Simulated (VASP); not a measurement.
# Cu (P6_3/mmc) in VASP: a series of runs, part 2 of 2

VASP 6.6.1.

### 4 Single point, PBEsol

This run uses another cell than the first one: it holds 4 atoms, not 2.

Input file INCAR:

```
PREC = Accurate ; ENCUT = 520
EDIFF = 1E-6 ; ISMEAR = 0
SIGMA = 0.1 ; LREAL = False
LASPH = True ; NELM = 60
ALGO = Fast ; ISIF = 2
LWAVE = False ; LCHARG = False
GGA = PS ; NBANDS = 30
```

Input file KPOINTS:

```
Automatic mesh
0
Gamma
  18 18 5
```

Input file POSCAR:

```
Cu
1.0
    2.5213885043      0.0000000000      0.0000000000
   -1.2606942521      2.1835864975      0.0000000000
    0.0000000000      0.0000000000      8.2253915808
Cu
4
Direct
    0.0000000000      0.0000000000      0.0000000000
    0.3333333333      0.6666666667      0.2500000000
    0.0000000000      0.0000000000      0.5000000000
    0.6666666667      0.3333333333      0.7500000000
```

Potentials or basis: VASP PAW PBE potentials, release 64 (Cu).

On the command line:

```
> cat potpaw_PBE.64/Cu/POTCAR > POTCAR
> mpirun -np 1 vasp_std > vasp.out
```

OUTCAR:

```text
PREC = Accurate
   ENCUT = 520
   EDIFF = 1E-6
   ISMEAR = 0
   LREAL = False
   LASPH = True
   NELM = 60
   ISIF = 2
   GGA = PS

 ion  position               nearest neighbor table
   1  0.000  0.000  0.000-   2 2.52   4 2.52   2 2.52   4 2.52   4 2.52   2 2.52
   2  0.333  0.667  0.250-   1 2.52   3 2.52   1 2.52   3 2.52   1 2.52   3 2.52
   3  0.000  0.000  0.500-   2 2.52   4 2.52   2 2.52   4 2.52   4 2.52   2 2.52
   4  0.667  0.333  0.750-   1 2.52   3 2.52   1 2.52   3 2.52   1 2.52   3 2.52

  LATTYP: Found a hexagonal cell.
 ALAT       =     2.5213885043
 C/A-ratio  =     3.2622468004

  Lattice vectors:

 A1 = (   2.5213885043,   0.0000000000,   0.0000000000)
 A2 = (  -1.2606942521,   2.1835864975,   0.0000000000)
 A3 = (   0.0000000000,   0.0000000000,   8.2253915808)

Analysis of symmetry for initial positions (statically):
=====================================================================
 Subroutine PRICEL returns:
 Original cell was already a primitive cell.

 Routine SETGRP: Setting up the symmetry group for a
 hexagonal supercell.

 Subroutine GETGRP returns: Found 24 space group operations
 (whereof 12 operations were pure point group operations)
 out of a pool of 24 trial point group operations.

The static configuration has the point symmetry D_3d.
 The point group associated with its full space group is D_6h.

Analysis of symmetry for dynamics (positions and initial velocities):
=====================================================================
 Subroutine PRICEL returns:
 Original cell was already a primitive cell.

 Routine SETGRP: Setting up the symmetry group for a
 hexagonal supercell.

 Subroutine GETGRP returns: Found 24 space group operations
 (whereof 12 operations were pure point group operations)
 out of a pool of 24 trial point group operations.

The dynamic configuration has the point symmetry D_3d.
[... 116 lines left out ...]
   NUPDOWN=      -1.0000    fix difference up-down
   EMIN   =  10.00;   EMAX   =-10.00  energy-range for DOS
   EFERMI =   0.00;   METHOD = LEGACY
   ISMEAR =     0;   SIGMA  =   0.10  broadening in eV -4-tet -1-fermi 0-gaus
   EFERMI_NEDOS =   21; number of points for ismear=-14 and -15
   IALGO  =     68    algorithm
   IMIX   =      4    mixing-type and parameters
     AMIX     =   0.40;   BMIX     =  1.00
     AMIX_MAG =   1.60;   BMIX_MAG =  1.00
  volume/ion in A,a.u.               =      11.32        76.40
  Fermi-wavevector in a.u.,A,eV,Ry     =   1.621450  3.064096 35.771064  2.629099
  Thomas-Fermi vector in A             =   2.715224
   LORBIT       =      0    0 simple, 1 ext, 2 COOP (PROOUT), +10 PAW based schemes
   GGA     = PS    functional components
   LHFCALC =     F    Hartree Fock is set to
   AEXX    =    0.0000 exact exchange contribution
   IVDW    =     0    specifies the selected vdW correction
   LEPSILON=     F    determine dielectric tensor
   LRPA    =     F    only Hartree local field effects (RPA)
 non-spin polarized calculation
 RMM-DIIS sequential band-by-band and
 Gauss-broadening in eV      SIGMA  =   0.10
  energy-cutoff  :      520.00
  volume of cell :       45.29
 maximum number of plane-waves:      1242
 NGX is ok and might be reduce to    20

 number of electron      43.9999980 magnetization

 Free energy of the ion-electron system (eV)
  ---------------------------------------------------
  ext. energy  EPLUGINS =         0.00000000
  ---------------------------------------------------
  free energy    TOTEN  =       -17.21504911 eV

  energy without entropy =      -17.20657253  energy(sigma->0) =      -17.21081082

 E-fermi :   7.8955     XC(G=0): -13.1562

 val. band max:        7.8937039199   @ k =   0.3333   0.1667   0.4000
 cond. band min:       7.9204539513   @ k =   0.0556   0.0556   0.0000
 fundamental gap:      0.0267500314
 Fermi energy:         7.8954608969

 k-point     1 :       0.0000    0.0000    0.0000
  band No.  band energies     occupation
      1      -1.7827      2.00000
      2       0.3992      2.00000
      3       0.4070      2.00000
      4       2.5978      2.00000
      5       4.5021      2.00000
      6       4.5073      2.00000
[... 781 lines left out ...]
     29      18.7348      0.00000
     30      19.5485      0.00000

 [... further k-points ...]
[... 5 lines left out ...]
  --------------------------------------------------------------------------------------
  -------------------------------------------------------------------------------------
  Total        0.2541586      0.2541586      0.2444674      0.0000000     -0.0000000      0.0000000
  in kB        8.9918399      8.9918399      8.6489784      0.0000000     -0.0000000      0.0000000
  external PRESSURE =       8.8775527 kB  Pullay stress =       0.0000000 kB

 VOLUME and BASIS-vectors are now :
 -----------------------------------------------------------------------------
  energy-cutoff  :      520.00
  volume of cell :       45.29
      direct lattice vectors                 reciprocal lattice vectors
     2.521388504  0.000000000  0.000000000     0.396606869  0.228981083  0.000000000
    -1.260694252  2.183586497  0.000000000     0.000000000  0.457962165  0.000000000
     0.000000000  0.000000000  8.225391581     0.000000000  0.000000000  0.121574759

 POSITION                                       TOTAL-FORCE (eV/Angst)
 -----------------------------------------------------------------------------------
      0.00000      0.00000      0.00000         0.000000      0.000000     -0.000000
     -0.00000      1.45572      2.05635         0.000000      0.000000      0.000000
      0.00000      0.00000      4.11270         0.000000      0.000000     -0.000000
      1.26069      0.72786      6.16904        -0.000000     -0.000000     -0.000000
 -----------------------------------------------------------------------------------
    total drift:                                0.000000     -0.000000      0.000000

  FREE ENERGIE OF THE ION-ELECTRON SYSTEM (eV)
  ---------------------------------------------------
  free  energy   TOTEN  =       -17.2150491059 eV

  energy  without entropy=      -17.2065725301  energy(sigma->0) =      -17.21081082
```

stdout:

```text
POSCAR found type information on POSCAR Cu
 POSCAR found :  1 types and       4 ions
 scaLAPACK will be used
 -----------------------------------------------------------------------------
|                                                                             |
|                                                                             |
|     You enforced a specific xc type in the INCAR file but a different       |
|     I HOPE YOU KNOW WHAT YOU ARE DOING!                                     |
|                                                                             |
 -----------------------------------------------------------------------------

 LDA part: xc-table for (Slater+PW92), standard interpolation
 POSCAR, INCAR and KPOINTS ok, starting setup
 FFT: planning ... GRIDC
 FFT: planning ... GRID_SOFT
 FFT: planning ... GRID
 WAVECAR not read
 entering main loop
WARNING in EDDRMM: call to ZHEGV failed, returncode =   6  3     28
```

Wall time 81 s (1 thread of Intel Xeon 6975P-C (Granite Rapids), shared host); peak memory 0.23 GiB.

What came out:

| Item | Value |
| --- | --- |
| Free energy | -17.2150 eV |
| Pressure | 0.9 GPa |
| Band gap on the k mesh | zero (band 22 reaches 11.32 eV, above the bottom of band 23 at 6.14 eV) |

Levels at points of the mesh, in eV from the Fermi level:
```tsv
k point	band 20	band 21	band 22	band 23	band 24	band 25
(0.00, 0.00, 0.00)	-1.97	-1.97	-1.67	-1.67	-1.12	4.01
(0.50, 0.00, 0.00)	-1.51	-0.69	0.36	1.01	1.59	4.81
```

Caveat: the PAW data sets were made with another functional, which shifts forces and pressure a little.

### 5 Overview

| task | cell | k mesh | cutoff (eV) | gap on the mesh (eV) | pressure (GPa) |
| --- | --- | --- | --- | --- | --- |
| single point | a = 2.521, b = 2.521, c = 4.117 Å, angles 90.0, 90.0, 120.0°, 2 atoms | 18 × 18 × 10 | 520 | none | 0.8 |
| relaxation of cell and atoms | relaxed from a = 2.556, b = 2.556, c = 4.174 Å, angles 90.0, 90.0, 120.0°, 2 atoms | 18 × 18 × 10 | 600 | none | 0.0 |
| single point | a = 2.521, b = 2.521, c = 8.225 Å, angles 90.0, 90.0, 120.0°, 4 atoms | 18 × 18 × 5 | 520 | none | 0.9 |

Alike in all rows: level PBEsol; potentials or basis VASP PAW PBE potentials, release 64 (Cu); no spin polarisation; smearing gaussian 0.1 eV.

Caveats: the PAW data sets were made with another functional, which shifts forces and pressure a little.

Total energies depend on the potentials used, so only differences within one code and one set of settings carry meaning.
